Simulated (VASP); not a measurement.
# GaN (F-43m) in VASP: a series of runs

The runs below take GaN through single point, with r2SCAN, HSE06.

Everything below comes from runs of VASP 6.6.1. Logs are shortened: lines on timing, memory, paths and dates and some standing lists are left out, and cuts for length are marked.

### Step 1. The cell of the first run

Symmetry: F-43m, No. 216, cubic system. The conventional cell has a = 4.453 Å, b = 4.453 Å, c = 4.453 Å, α = 90.00°, β = 90.00°, γ = 90.00°. Within 2.6 Å of Ga (site symmetry -43m) lie 4 N at 1.93 Å. Within 2.6 Å of N (site symmetry -43m) lie 4 Ga at 1.93 Å.

### Step 2. Single point, r2SCAN, non-collinear spin, zero start, spin-orbit coupling (strain -1.0%)

Contents of POSCAR:

```
GaN
1.0
    0.0000000000      2.2264630157      2.2264630157
    2.2264630157      0.0000000000      2.2264630157
    2.2264630157      2.2264630157      0.0000000000
Ga N
1 1
Direct
    0.0000000000      0.0000000000      0.0000000000
    0.2500000000      0.2500000000      0.2500000000
```

Contents of INCAR.step1:

```
PREC = Accurate
ENCUT = 520
ISMEAR = 0
SIGMA = 0.01
LREAL = False
LASPH = True
NELM = 150
MAGMOM = 0 0 0 0 0 0
LSORBIT = True
GGA_COMPAT = False
NBANDS = 30
GGA = PE
ALGO = Normal
EDIFF = 1E-4
LWAVE = True
LCHARG = False
```

Contents of INCAR.step2:

```
PREC = Accurate
ENCUT = 520
EDIFF = 1E-7
ISMEAR = 0
SIGMA = 0.01
LREAL = False
LASPH = True
NELM = 150
ALGO = Normal
ISIF = 2
LWAVE = False
LCHARG = False
MAGMOM = 0 0 0 0 0 0
LORBIT = 11
LSORBIT = True
GGA_COMPAT = False
LORBMOM = True
METAGGA = R2SCAN
LMIXTAU = True
NBANDS = 30
ISTART = 1
```

Contents of KPOINTS:

```
regular mesh
0
Gamma
  10 10 10
```

Potentials or basis: VASP PAW PBE potentials, release 64 (Ga_d, N).

Launch:

```console
$ cat potpaw_PBE.64/Ga_d/POTCAR potpaw_PBE.64/N/POTCAR > POTCAR
$ cp INCAR.step1 INCAR
$ mpirun -np 1 vasp_ncl > vasp.out
$ cp INCAR.step2 INCAR
$ mpirun -np 1 vasp_ncl > vasp.out
```

OUTCAR:

```text
PREC = Accurate
   ENCUT = 520
   EDIFF = 1E-7
   ISMEAR = 0
   LREAL = False
   LASPH = True
   NELM = 150
   ISIF = 2
   LORBIT = 11
   LSORBIT = True
   METAGGA = R2SCAN
   ISTART = 1

 ion  position               nearest neighbor table
   1  0.000  0.000  0.000-   2 1.93   2 1.93   2 1.93   2 1.93
   2  0.250  0.250  0.250-   1 1.93   1 1.93   1 1.93   1 1.93

  LATTYP: Found a face centered cubic cell.
 ALAT       =     4.4529260314

  Lattice vectors:

 A1 = (   0.0000000000,   2.2264630157,   2.2264630157)
 A2 = (   2.2264630157,   0.0000000000,   2.2264630157)
 A3 = (   2.2264630157,   2.2264630157,   0.0000000000)

Analysis of symmetry for initial positions (statically):
=====================================================================
 Subroutine PRICEL returns:
 Original cell was already a primitive cell.

 Routine SETGRP: Setting up the symmetry group for a
 face centered cubic supercell.

 Subroutine GETGRP returns: Found 24 space group operations
 (whereof 24 operations were pure point group operations)
 out of a pool of 48 trial point group operations.

The static configuration has the point symmetry T_d .

Analysis of symmetry for dynamics (positions and initial velocities):
=====================================================================
 Subroutine PRICEL returns:
 Original cell was already a primitive cell.

 Routine SETGRP: Setting up the symmetry group for a
 face centered cubic supercell.

 Subroutine GETGRP returns: Found 24 space group operations
 (whereof 24 operations were pure point group operations)
 out of a pool of 48 trial point group operations.

The dynamic configuration has the point symmetry T_d .

Analysis of structural, dynamic, and magnetic symmetry:
=====================================================================
 Subroutine PRICEL returns:
 Original cell was already a primitive cell.

 Routine SETGRP: Setting up the symmetry group for a
 face centered cubic supercell.

 Subroutine GETGRP returns: Found 24 space group operations
 (whereof 24 operations were pure point group operations)
 out of a pool of 48 trial point group operations.

The overall configuration has the point symmetry T_d .

 Subroutine INISYM returns: Found 24 space group operations
 (whereof 24 operations are pure point group operations),
 and found     1 'primitive' translations

----------------------------------------------------------------------------------------

                                     Primitive cell

  volume of cell :      22.0738

  direct lattice vectors                    reciprocal lattice vectors
     0.000000000  2.226463016  2.226463016    -0.224571438  0.224571438  0.224571438
     2.226463016  0.000000000  2.226463016     0.224571438 -0.224571438  0.224571438
     2.226463016  2.226463016  0.000000000     0.224571438  0.224571438 -0.224571438

  length of vectors
     3.148694193  3.148694193  3.148694193     0.388969140  0.388969140  0.388969140

  position of ions in fractional coordinates (direct lattice)
     0.000000000  0.000000000  0.000000000
     0.250000000  0.250000000  0.250000000

  ion indices of the primitive-cell ions
   primitive index   ion index
                 1           1
                 2           2

----------------------------------------------------------------------------------------

 KPOINTS: regular mesh

Automatic generation of k-mesh.
 Grid dimensions read from file:
 generate k-points for:   10   10   10

 Generating k-lattice:

  Cartesian coordinates                     Fractional coordinates (reciprocal lattice)
    -0.022457144  0.022457144  0.022457144     0.100000000  0.000000000  0.000000000
     0.022457144 -0.022457144  0.022457144     0.000000000  0.100000000  0.000000000
     0.022457144  0.022457144 -0.022457144     0.000000000  0.000000000  0.100000000

  Length of vectors
     0.038896914  0.038896914  0.038896914

  Shift w.r.t. Gamma in fractional coordinates (k-lattice)
     0.000000000  0.000000000  0.000000000

 Subroutine IBZKPT returns following result:
 ===========================================

 Found     73 irreducible k-points:

 Following reciprocal coordinates:
            Coordinates               Weight
  0.000000  0.000000  0.000000      1.000000
  0.100000  0.000000  0.000000      4.000000
[... 47 lines left out ...]
   ISIF   =      2    stress and relaxation
   ISYM   =      2    0-nonsym 1-usesym 2-fastsym
   POTIM  = 0.5000    time-step for ionic-motion
   TEBEG  =    0.0;   TEEND  =   0.0 temperature during run
   PSTRESS=    0.0 pullay stress
   NELECT =      18.0000    total number of electrons
   NUPDOWN=      -1.0000    fix difference up-down
   EMIN   =  10.00;   EMAX   =-10.00  energy-range for DOS
   EFERMI =   0.00;   METHOD = LEGACY
   ISMEAR =     0;   SIGMA  =   0.01  broadening in eV -4-tet -1-fermi 0-gaus
   EFERMI_NEDOS =   21; number of points for ismear=-14 and -15
   IALGO  =     38    algorithm
   IMIX   =      4    mixing-type and parameters
     AMIX     =   0.40;   BMIX     =  1.00
     AMIX_MAG =   1.60;   BMIX_MAG =  1.00
  volume/ion in A,a.u.               =      11.04        74.48
  Fermi-wavevector in a.u.,A,eV,Ry     =   1.529467  2.890274 31.827702  2.339270
  Thomas-Fermi vector in A             =   2.637084
   LORBIT       =     11    0 simple, 1 ext, 2 COOP (PROOUT), +10 PAW based schemes
   METAGGA = R2SCAN    functional components
   LHFCALC =     F    Hartree Fock is set to
   AEXX    =    0.0000 exact exchange contribution
   IVDW    =     0    specifies the selected vdW correction
   LEPSILON=     F    determine dielectric tensor
   LRPA    =     F    only Hartree local field effects (RPA)
 Gauss-broadening in eV      SIGMA  =   0.01
  energy-cutoff  :      520.00
  volume of cell :       22.07
 maximum number of plane-waves:      1218
   NGX = 11   NGY = 11   NGZ = 11

 number of electron      18.0000016 magnetization      -0.0000000     -0.0000000     -0.0000000

 number of electron      18.0000016 magnetization      -0.0000000      0.0000000      0.0000000

 number of electron      18.0000016 magnetization       0.0000000     -0.0000000     -0.0000000

 number of electron      18.0000016 magnetization       0.0000000      0.0000000      0.0000000

 Free energy of the ion-electron system (eV)
  ---------------------------------------------------
  ext. energy  EPLUGINS =         0.00000000
  ---------------------------------------------------
  free energy    TOTEN  =       -21.88305583 eV

  energy without entropy =      -21.88305583  energy(sigma->0) =      -21.88305583

 E-fermi :   5.4922     XC(G=0): -12.8497

 val. band max:        5.4203784888   @ k =   0.0000   0.0000   0.0000
 cond. band min:       7.7785367433   @ k =   0.0000   0.0000   0.0000
 fundamental gap:      2.3581582546
 Fermi energy:         5.4921890860

 k-point     1 :       0.0000    0.0000    0.0000
  band No.  band energies     occupation
      1     -11.6324      1.00000
      2     -11.6324      1.00000
      3      -8.6190      1.00000
      4      -8.6190      1.00000
      5      -8.6189      1.00000
      6      -8.6189      1.00000
[... 781 lines left out ...]
     29      23.0269      0.00000
     30      23.0675      0.00000

 [... further k-points ...]

------------------------ aborting loop because EDIFF is reached ----------------------------------------

  FORCE on cell =-STRESS in cart. coord.  units (eV):
  Direction    XX          YY          ZZ          XY          YZ          ZX
  --------------------------------------------------------------------------------------
  -------------------------------------------------------------------------------------
  Total        1.0315208      1.0315208      1.0315208     -0.0000000      0.0000000      0.0000000
  in kB       74.8707407     74.8707407     74.8707407     -0.0000000      0.0000000      0.0000000
  external PRESSURE =      74.8707407 kB  Pullay stress =       0.0000000 kB

 VOLUME and BASIS-vectors are now :
 -----------------------------------------------------------------------------
  energy-cutoff  :      520.00
  volume of cell :       22.07
      direct lattice vectors                 reciprocal lattice vectors
     0.000000000  2.226463016  2.226463016    -0.224571438  0.224571438  0.224571438
     2.226463016  0.000000000  2.226463016     0.224571438 -0.224571438  0.224571438
     2.226463016  2.226463016  0.000000000     0.224571438  0.224571438 -0.224571438

 POSITION                                       TOTAL-FORCE (eV/Angst)
 -----------------------------------------------------------------------------------
      0.00000      0.00000      0.00000        -0.000000      0.000000     -0.000000
      1.11323      1.11323      1.11323         0.000000     -0.000000      0.000000
 -----------------------------------------------------------------------------------
    total drift:                               -0.000003     -0.000003     -0.000003

  FREE ENERGIE OF THE ION-ELECTRON SYSTEM (eV)
  ---------------------------------------------------
  free  energy   TOTEN  =       -21.8830558293 eV

  energy  without entropy=      -21.8830558293  energy(sigma->0) =      -21.88305583

 orbital moment (x)

 # of ion     p       d       tot
 ----------------------------------------
  1        -0.000  -0.000  -0.000
  2        -0.000   0.000  -0.000
 ----------------------------------------
           -0.000  -0.000  -0.000

 orbital moment (y)

 # of ion     p       d       tot
 ----------------------------------------
  1         0.000   0.000   0.000
  2        -0.000   0.000  -0.000
 ----------------------------------------
            0.000   0.000   0.000

 orbital moment (z)

 # of ion     p       d       tot
 ----------------------------------------
  1         0.000   0.000   0.000
  2         0.000   0.000   0.000
 ----------------------------------------
            0.000   0.000   0.000

 Spin-Orbit-Coupling matrix elements

 Ion:    1  E_soc:     -0.0104322
 l=   1
     0.0000000    -0.0009443    -0.0009443
    -0.0009443     0.0000000    -0.0009443
    -0.0009443    -0.0009443     0.0000000
 l=   2
     0.0000000    -0.0001662     0.0000000    -0.0001662    -0.0006281
    -0.0001662     0.0000000    -0.0004711    -0.0001662    -0.0001570
     0.0000000    -0.0004711     0.0000000    -0.0004711     0.0000000
    -0.0001662    -0.0001662    -0.0004711     0.0000000    -0.0001570
    -0.0006281    -0.0001570     0.0000000    -0.0001570     0.0000000
 l=   3
     0.0000000     0.0000000     0.0000000     0.0000000     0.0000000     0.0000000     0.0000000
     0.0000000     0.0000000     0.0000000     0.0000000     0.0000000     0.0000000     0.0000000
     0.0000000     0.0000000     0.0000000     0.0000000     0.0000000     0.0000000     0.0000000
     0.0000000     0.0000000     0.0000000     0.0000000     0.0000000     0.0000000     0.0000000
     0.0000000     0.0000000     0.0000000     0.0000000     0.0000000     0.0000000     0.0000000
     0.0000000     0.0000000     0.0000000     0.0000000     0.0000000     0.0000000     0.0000000
     0.0000000     0.0000000     0.0000000     0.0000000     0.0000000     0.0000000     0.0000000

 Ion:    2  E_soc:     -0.0000890
 l=   1
     0.0000000    -0.0000148    -0.0000148
    -0.0000148     0.0000000    -0.0000148
    -0.0000148    -0.0000148     0.0000000
 l=   2
     0.0000000     0.0000000     0.0000000     0.0000000     0.0000000
     0.0000000     0.0000000     0.0000000     0.0000000     0.0000000
     0.0000000     0.0000000     0.0000000     0.0000000     0.0000000
     0.0000000     0.0000000     0.0000000     0.0000000     0.0000000
     0.0000000     0.0000000     0.0000000     0.0000000     0.0000000
 l=   3
     0.0000000     0.0000000     0.0000000     0.0000000     0.0000000     0.0000000     0.0000000
     0.0000000     0.0000000     0.0000000     0.0000000     0.0000000     0.0000000     0.0000000
     0.0000000     0.0000000     0.0000000     0.0000000     0.0000000     0.0000000     0.0000000
     0.0000000     0.0000000     0.0000000     0.0000000     0.0000000     0.0000000     0.0000000
     0.0000000     0.0000000     0.0000000     0.0000000     0.0000000     0.0000000     0.0000000
     0.0000000     0.0000000     0.0000000     0.0000000     0.0000000     0.0000000     0.0000000
     0.0000000     0.0000000     0.0000000     0.0000000     0.0000000     0.0000000     0.0000000

 total charge

# of ion       s       p       d       tot
------------------------------------------
    1        0.764   0.923  10.213  11.900
    2        1.232   2.570   0.000   3.802
--------------------------------------------------
tot          1.997   3.493  10.213  15.702

 magnetization (x)

# of ion       s       p       d       tot
------------------------------------------
    1        0.000   0.000  -0.000   0.000
    2       -0.000  -0.000   0.000  -0.000
--------------------------------------------------
tot         -0.000  -0.000  -0.000  -0.000

 magnetization (y)

# of ion       s       p       d       tot
------------------------------------------
    1        0.000   0.000   0.000   0.000
    2       -0.000   0.000   0.000  -0.000
--------------------------------------------------
tot         -0.000   0.000   0.000   0.000

 magnetization (z)

# of ion       s       p       d       tot
------------------------------------------
    1       -0.000  -0.000   0.000  -0.000
    2        0.000  -0.000   0.000  -0.000
--------------------------------------------------
tot          0.000  -0.000   0.000  -0.000
```

Run time: 4 min. Hardware: 1 thread of Intel Xeon 6975P-C (Granite Rapids), shared host; peak memory 0.26 GiB.

What came out:

```
Free energy                                           : -21.8831 eV
Pressure                                              : 7.5 GPa
Net moment                                            : 0.00 μB per cell
Valence electrons inside the program's atomic spheres : Ga 11.90; N 3.80
```

Moments on the atoms (μB; x, y, z):
```
Ga  0.00 0.00 0.00
N   0.00 0.00 0.00
```

Caveat: the cell differs from its parent crystal (strain -1.0%); the cell stands under pressure; the structure was generated, so it needn't be the stable form of GaN; the PAW data sets were made with another functional, which shifts forces and pressure a little.

[end of part 1 of 2]
